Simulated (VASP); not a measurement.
Pd, 1 atom in the cell. The structure is cubic, space group Fm-3m (No. 225). Conventional cell: a = 3.917 Å, b = 3.917 Å, c = 3.917 Å, α = 90.00°, β = 90.00°, γ = 90.00°. Pd (site symmetry m-3m) has 12 Pd at 2.77 Å within 3.7 Å. 

| Item | Value |
| --- | --- |
| Program | VASP 6.6.1 |
| Task | relaxation of cell and atoms |
| Functional | PBEsol |
| Potentials or basis | VASP PAW PBE potentials, release 64 (Pd) |
| Cutoff | 600 eV |
| k mesh | 16 × 16 × 16 |
| Occupations | gaussian, width 0.1 eV |
| Spin | no spin polarisation |
| Dipole correction | no |
| Further INCAR settings | ALGO = Normal; EDIFF = 1e-06; IBRION = 2; EDIFFG = -0.002; NSW = 100; ISIF = 3 |

Potentials or basis: VASP PAW PBE potentials, release 64 (Pd).

Run with:

```console
$ cat potpaw_PBE.64/Pd/POTCAR > POTCAR
$ mpirun -np 1 vasp_std > vasp.out
```

Hardware: 1 thread of Intel(R) Xeon(R) 6975P-C (Granite Rapids), on a shared host.

Question: Estimate the wall time of this run.

Answer: It took 20 s on 1 thread of Intel(R) Xeon(R) 6975P-C (Granite Rapids), with other jobs on the host, peak memory 0.16 GiB. Counts: scf iterations 34, k points 145, ion steps 6.
